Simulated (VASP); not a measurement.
# CaF2 (Fm-3m) in VASP: single point with LDA

Aim: the single point of CaF2 with LDA.

All numbers are computed with VASP 6.6.1; they aren't measurements. Logs are shortened: lines on timing, memory, paths and dates and some standing lists are left out, and cuts for length are marked.

## (1) The cell of the first run

Symmetry: Fm-3m, No. 225, cubic system. The conventional cell has a = 5.452 Å, b = 5.452 Å, c = 5.452 Å, α = 90.00°, β = 90.00°, γ = 90.00°. Within 3.1 Å of Ca (site symmetry m-3m) lie 8 F at 2.36 Å. Within 3.1 Å of F (site symmetry -43m) lie 4 Ca at 2.36 Å and 6 F at 2.73 Å.

## (2) Single point, LDA

INCAR

```
PREC     = Accurate       # precision mode
ENCUT    = 600            # plane-wave cutoff, eV
EDIFF    = 1E-6           # SCF threshold, eV
ISMEAR   = 0              # smearing method
SIGMA    = 0.0928         # smearing width, eV
LREAL    = False          # projectors in reciprocal space
LASPH    = True           # aspherical terms in the spheres
NELM     = 120            # most SCF steps
ALGO     = Normal         # electronic algorithm
ISIF     = 2              # what is computed and relaxed
LWAVE    = False          # write WAVECAR
LCHARG   = True           # write CHGCAR
LELF     = True           # ELF
LVHAR    = True         
NBANDS   = 19             # bands
GGA_COMPAT= False
```

KPOINTS

```
Automatic mesh
0
Gamma
  8 8 8
```

POSCAR

```
CaF2
1.0
    0.0000000000      2.7257720000      2.7257720000
    2.7257720000      0.0000000000      2.7257720000
    2.7257720000      2.7257720000      0.0000000000
Ca F
1 2
Direct
    0.0000000000      0.0000000000      0.0000000000
    0.2500000000      0.2500000000      0.2500000000
    0.7500000000      0.7500000000      0.7500000000
```

Potentials or basis: VASP PAW LDA potentials, release 64 (Ca_sv, F).

On the command line:

```console
> cat potpaw_LDA.64/Ca_sv/POTCAR potpaw_LDA.64/F/POTCAR > POTCAR
> mpirun -np 1 vasp_std > vasp.out
```

OUTCAR:

```text
PREC = Accurate
   ENCUT = 600
   EDIFF = 1E-6
   ISMEAR = 0
   LREAL = False
   LASPH = True
   NELM = 120
   ISIF = 2

 ion  position               nearest neighbor table
   1  0.000  0.000  0.000-   2 2.36   3 2.36   3 2.36   3 2.36   3 2.36   2 2.36   2 2.36   2 2.36

   2  0.250  0.250  0.250-   1 2.36   1 2.36   1 2.36   1 2.36
   3  0.750  0.750  0.750-   1 2.36   1 2.36   1 2.36   1 2.36

  LATTYP: Found a face centered cubic cell.
 ALAT       =     5.4515440000

  Lattice vectors:

 A1 = (   0.0000000000,   2.7257720000,   2.7257720000)
 A2 = (   2.7257720000,   0.0000000000,   2.7257720000)
 A3 = (   2.7257720000,   2.7257720000,   0.0000000000)

Analysis of symmetry for initial positions (statically):
=====================================================================
 Subroutine PRICEL returns:
 Original cell was already a primitive cell.

 Routine SETGRP: Setting up the symmetry group for a
 face centered cubic supercell.

 Subroutine GETGRP returns: Found 48 space group operations
 (whereof 48 operations were pure point group operations)
 out of a pool of 48 trial point group operations.

The static configuration has the point symmetry O_h .

Analysis of symmetry for dynamics (positions and initial velocities):
=====================================================================
 Subroutine PRICEL returns:
 Original cell was already a primitive cell.

 Routine SETGRP: Setting up the symmetry group for a
 face centered cubic supercell.

 Subroutine GETGRP returns: Found 48 space group operations
 (whereof 48 operations were pure point group operations)
 out of a pool of 48 trial point group operations.

The dynamic configuration has the point symmetry O_h .

 Subroutine INISYM returns: Found 48 space group operations
 (whereof 48 operations are pure point group operations),
 and found     1 'primitive' translations

----------------------------------------------------------------------------------------

                                     Primitive cell

  volume of cell :      40.5041

  direct lattice vectors                    reciprocal lattice vectors
     0.000000000  2.725772000  2.725772000    -0.183434271  0.183434271  0.183434271
     2.725772000  0.000000000  2.725772000     0.183434271 -0.183434271  0.183434271
     2.725772000  2.725772000  0.000000000     0.183434271  0.183434271 -0.183434271

  length of vectors
     3.854823730  3.854823730  3.854823730     0.317717477  0.317717477  0.317717477

  position of ions in fractional coordinates (direct lattice)
     0.000000000  0.000000000  0.000000000
     0.250000000  0.250000000  0.250000000
     0.750000000  0.750000000  0.750000000

  ion indices of the primitive-cell ions
   primitive index   ion index
                 1           1
                 2           2
                 3           3

----------------------------------------------------------------------------------------

 KPOINTS: Automatic mesh

Automatic generation of k-mesh.
 Grid dimensions read from file:
 generate k-points for:    8    8    8

 Generating k-lattice:

  Cartesian coordinates                     Fractional coordinates (reciprocal lattice)
    -0.022929284  0.022929284  0.022929284     0.125000000  0.000000000  0.000000000
     0.022929284 -0.022929284  0.022929284     0.000000000  0.125000000  0.000000000
     0.022929284  0.022929284 -0.022929284     0.000000000  0.000000000  0.125000000

  Length of vectors
     0.039714685  0.039714685  0.039714685

  Shift w.r.t. Gamma in fractional coordinates (k-lattice)
     0.000000000  0.000000000  0.000000000

 Subroutine IBZKPT returns following result:
 ===========================================

 Found     29 irreducible k-points:

 Following reciprocal coordinates:
            Coordinates               Weight
  0.000000  0.000000  0.000000      1.000000
  0.125000  0.000000  0.000000      8.000000
  0.250000  0.000000  0.000000      8.000000
  0.375000  0.000000  0.000000      8.000000
  0.500000  0.000000  0.000000      4.000000
  0.125000  0.125000  0.000000      6.000000
[... 16 lines left out ...]
  0.500000  0.250000  0.125000     48.000000
 -0.375000  0.250000  0.125000     24.000000
 [... further k-points ...]
   k-points           NKPTS =     29   k-points in BZ     NKDIM =     29   number of bands    NBANDS=     19
   number of dos      NEDOS =    301   number of ions     NIONS =      3
   total plane-waves  NPLWV =  32768
   dimension x,y,z NGX =    32 NGY =   32 NGZ =   32
   dimension x,y,z NGXF=    64 NGYF=   64 NGZF=   64
   ions per type =               1   2
   NGX,Y,Z   is equivalent  to a cutoff of  13.80, 13.80, 13.80 a.u.
   NGXF,Y,Z  is equivalent  to a cutoff of  27.60, 27.60, 27.60 a.u.
 SYSTEM =  unknown system
   PREC   = accura    normal or accurate (medium, high low for compatibility)
   ISTART =      0    job   : 0-new  1-cont  2-samecut
   ICHARG =      2    charge: 1-file 2-atom 10-const
   ISPIN  =      1    spin polarized calculation?
   LNONCOLLINEAR =      F non collinear calculations
   LSORBIT =      F    spin-orbit coupling
   LASPH  =      T    aspherical Exc in radial PAW
   ENCUT  =  600.0 eV  44.10 Ry    6.64 a.u.   7.70  7.70  7.70*2*pi/ulx,y,z
   NELM   =    120;   NELMIN=  2; NELMDL= -5     # of ELM steps
   EDIFF  = 0.1E-05   stopping-criterion for ELM
   LREAL  =      F    real-space projection
   EDIFFG = 0.1E-04   stopping-criterion for IOM
   NSW    =      0    number of steps for IOM
   IBRION =     -1    ionic relax: 0-MD 1-quasi-New 2-CG
   NFREE  =      0    steps in history (QN), initial steepest desc. (CG)
   ISIF   =      2    stress and relaxation
   ISYM   =      2    0-nonsym 1-usesym 2-fastsym
   POTIM  = 0.5000    time-step for ionic-motion
   TEBEG  =    0.0;   TEEND  =   0.0 temperature during run
   PSTRESS=    0.0 pullay stress
   NELECT =      24.0000    total number of electrons
   NUPDOWN=      -1.0000    fix difference up-down
   EMIN   =  10.00;   EMAX   =-10.00  energy-range for DOS
   EFERMI =   0.00;   METHOD = LEGACY
   ISMEAR =     0;   SIGMA  =   0.09  broadening in eV -4-tet -1-fermi 0-gaus
   EFERMI_NEDOS =   21; number of points for ismear=-14 and -15
   IALGO  =     38    algorithm
   IMIX   =      4    mixing-type and parameters
     AMIX     =   0.40;   BMIX     =  1.00
     AMIX_MAG =   1.60;   BMIX_MAG =  1.00
  volume/ion in A,a.u.               =      13.50        91.11
  Fermi-wavevector in a.u.,A,eV,Ry     =   1.375031  2.598431 25.724663  1.890709
  Thomas-Fermi vector in A             =   2.500403
   LORBIT       =      0    0 simple, 1 ext, 2 COOP (PROOUT), +10 PAW based schemes
   GGA     = CA    functional components
   LHFCALC =     F    Hartree Fock is set to
   AEXX    =    0.0000 exact exchange contribution
   IVDW    =     0    specifies the selected vdW correction
   LEPSILON=     F    determine dielectric tensor
   LRPA    =     F    only Hartree local field effects (RPA)
 non-spin polarized calculation
 Gauss-broadening in eV      SIGMA  =   0.09
  energy-cutoff  :      600.00
  volume of cell :       40.50
 maximum number of plane-waves:      1366
   NGX = 15   NGY = 15   NGZ = 15

 number of electron      23.9999987 magnetization

 Free energy of the ion-electron system (eV)
  ---------------------------------------------------
  ext. energy  EPLUGINS =         0.00000000
  ---------------------------------------------------
  free energy    TOTEN  =       -18.97013582 eV

  energy without entropy =      -18.97013582  energy(sigma->0) =      -18.97013582

 E-fermi :  -0.8502     XC(G=0): -10.4005

 val. band max:       -1.3305617697   @ k =   0.5000   0.5000   0.0000
 cond. band min:       5.6085196243   @ k =   0.0000   0.0000   0.0000
 fundamental gap:      6.9390813940
 Fermi energy:        -0.8502485449

 k-point     1 :       0.0000    0.0000    0.0000
  band No.  band energies     occupation
      1     -36.7348      2.00000
      2     -20.8749      2.00000
      3     -20.0465      2.00000
      4     -17.9764      2.00000
      5     -17.9764      2.00000
      6     -17.9764      2.00000
[... 11 lines left out ...]
     18       9.9099      0.00000
     19      15.2043      0.00000

 k-point     2 :       0.1250    0.0000    0.0000
  band No.  band energies     occupation
      1     -36.7291      2.00000
      2     -20.9217      2.00000
      3     -20.0896      2.00000
      4     -17.9833      2.00000
      5     -17.9833      2.00000
      6     -17.8988      2.00000
[... 11 lines left out ...]
     18       9.8682      0.00000
     19      14.4945      0.00000

 k-point     3 :       0.2500    0.0000    0.0000
  band No.  band energies     occupation
      1     -36.7156      2.00000
      2     -21.0022      2.00000
      3     -20.2293      2.00000
      4     -17.9999      2.00000
      5     -17.9999      2.00000
      6     -17.7037      2.00000
[... 11 lines left out ...]
     18       9.7677      0.00000
     19      13.2363      0.00000

 k-point     4 :       0.3750    0.0000    0.0000
  band No.  band energies     occupation
      1     -36.7020      2.00000
      2     -21.0381      2.00000
      3     -20.4130      2.00000
      4     -18.0164      2.00000
      5     -18.0164      2.00000
      6     -17.5033      2.00000
[... 11 lines left out ...]
     18       9.6673      0.00000
     19      12.3417      0.00000

 k-point     5 :       0.5000    0.0000    0.0000
  band No.  band energies     occupation
      1     -36.6963      2.00000
      2     -21.0358      2.00000
      3     -20.5051      2.00000
      4     -18.0232      2.00000
      5     -18.0232      2.00000
      6     -17.4196      2.00000
[... 11 lines left out ...]
     18       9.6258      0.00000
     19      12.1430      0.00000
[... 334 lines left out ...]
      2     -21.2557      2.00000
      3     -20.3740      2.00000
      4     -18.0935      2.00000
      5     -18.0935      2.00000
      6     -17.2311      2.00000
[... 11 lines left out ...]
     18      11.6711      0.00000
     19      13.2482      0.00000

 k-point    22 :       0.3750    0.2500    0.1250
  band No.  band energies     occupation
      1     -36.7055      2.00000
      2     -21.0568      2.00000
      3     -20.3315      2.00000
      4     -18.0244      2.00000
      5     -17.9506      2.00000
      6     -17.6114      2.00000
[... 11 lines left out ...]
     18       9.8530      0.00000
     19      13.7613      0.00000

 k-point    23 :       0.5000    0.2500    0.1250
  band No.  band energies     occupation
      1     -36.6945      2.00000
      2     -21.0276      2.00000
      3     -20.5550      2.00000
      4     -18.0430      2.00000
      5     -17.8480      2.00000
      6     -17.5392      2.00000
[... 11 lines left out ...]
     18      10.3999      0.00000
     19      13.1162      0.00000

 k-point    24 :      -0.3750    0.2500    0.1250
  band No.  band energies     occupation
      1     -36.6900      2.00000
      2     -20.9601      2.00000
      3     -20.7051      2.00000
      4     -18.0513      2.00000
      5     -17.7969      2.00000
      6     -17.5140      2.00000
[... 11 lines left out ...]
     18      10.9499      0.00000
     19      12.6070      0.00000

 [... further k-points ...]
[... 5 lines left out ...]
  --------------------------------------------------------------------------------------
  -------------------------------------------------------------------------------------
  Total       -1.4488721     -1.4488721     -1.4488721      0.0000000     -0.0000000     -0.0000000
  in kB      -57.3115363    -57.3115363    -57.3115363      0.0000000     -0.0000000     -0.0000000
  external PRESSURE =     -57.3115363 kB  Pullay stress =       0.0000000 kB

 VOLUME and BASIS-vectors are now :
 -----------------------------------------------------------------------------
  energy-cutoff  :      600.00
  volume of cell :       40.50
      direct lattice vectors                 reciprocal lattice vectors
     0.000000000  2.725772000  2.725772000    -0.183434271  0.183434271  0.183434271
     2.725772000  0.000000000  2.725772000     0.183434271 -0.183434271  0.183434271
     2.725772000  2.725772000  0.000000000     0.183434271  0.183434271 -0.183434271

 POSITION                                       TOTAL-FORCE (eV/Angst)
 -----------------------------------------------------------------------------------
      0.00000      0.00000      0.00000         0.000000     -0.000000      0.000000
      1.36289      1.36289      1.36289         0.000000     -0.000000     -0.000000
      4.08866      4.08866      4.08866        -0.000000      0.000000      0.000000
 -----------------------------------------------------------------------------------
    total drift:                                0.000000     -0.000000      0.000000

  FREE ENERGIE OF THE ION-ELECTRON SYSTEM (eV)
  ---------------------------------------------------
  free  energy   TOTEN  =       -18.9701358189 eV

  energy  without entropy=      -18.9701358189  energy(sigma->0) =      -18.97013582
```

Wall time 8.7 s (1 thread of Intel Xeon 6975P-C (Granite Rapids), shared host); peak memory 0.16 GiB.

What came out:

| Item | Value |
| --- | --- |
| Free energy | -18.9701 eV |
| Pressure | -5.7 GPa |
| Band gap on the k mesh | 6.94 eV (least direct gap 7.20 eV) |

Caveat: the cell stands under tension.
